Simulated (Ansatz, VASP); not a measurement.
This is a calculation of NiO for Ansatz 0.2.0.

The input input.yaml:

```yaml
crystal:
  lattice:
    - [0.0, 2.0859016414, 2.0859016414]
    - [2.0859016414, 0.0, 2.0859016414]
    - [2.0859016414, 2.0859016414, 0.0]
  atoms:
    - { symbol: Ni, position: [0.0, 0.0, 0.0], spin: 1.0 }
    - { symbol: O, position: [0.5, 0.5, 0.5] }
kpoints:
  mp_grid: { grid: [11, 11, 11] }
scf:
  occupations: { method: gaussian, width: 0.011 }
hamiltonian:
  xc: pbe
  pseudopotentials: { kind: all_electron, lapw: { basis_error: 0.001 } }
magnetization:
  spin_polarized: true
output:
  forces: true
  stress: true
  eigenvalues: true
```

Potentials or basis: all-electron LAPW, scalar-relativistic.

Launch:

```bash
$ ansatz run input.yaml --threads 2 --pin off --max-ram 6144MiB --backend cpu --events-out ev --progress --plain --runs-dir out
```

Question: Set up the same calculation for VASP 6.6.1. Potentials there: VASP PAW PBE potentials, release 64 (Ni, O).

Answer: As run (the cutoff follows the program's own potentials):

Contents of INCAR:

```
PREC = Accurate ; ENCUT = 520
EDIFF = 1E-6 ; ISMEAR = 0
SIGMA = 0.011 ; LREAL = F
LASPH = T ; NELM = 150
ALGO = Normal ; ISIF = 2
LWAVE = F ; LCHARG = F
ISPIN = 2 ; MAGMOM = 1 0
LORBIT = 11 ; LMAXMIX = 4
GGA = PE ; NBANDS = 19
```

The input KPOINTS:

```
Automatic mesh
0
Gamma
  11 11 11
```

File POSCAR:

```
NiO
1.0
    0.0000000000      2.0859016414      2.0859016414
    2.0859016414      0.0000000000      2.0859016414
    2.0859016414      2.0859016414      0.0000000000
Ni O
1 1
Direct
    0.0000000000      0.0000000000      0.0000000000
    0.5000000000      0.5000000000      0.5000000000
```

Potentials or basis: VASP PAW PBE potentials, release 64 (Ni, O).

Command:

```sh
$ cat potpaw_PBE.64/Ni/POTCAR potpaw_PBE.64/O/POTCAR > POTCAR
$ mpirun -np 1 vasp_std > vasp.out
```

Both were run:

|  | VASP | Ansatz | Ansatz less VASP |
| --- | --- | --- | --- |
| gap on the k mesh at the Fermi level (eV) | none | none | - |
| pressure (GPa) | 6.1 | 6.6 | +0.50 |
| net moment per atom (μB) | 0.89 | 0.91 | +0.018 |
| size of the moment on the site where the two differ most (μB) | 1.46 | 1.50 | +0.047 |

Site moments also hang on the region over which each program counts them. A gap of «none» marks a metal or a gap that the smearing closes. Ansatz ran all-electron here, and VASP with PAW potentials.
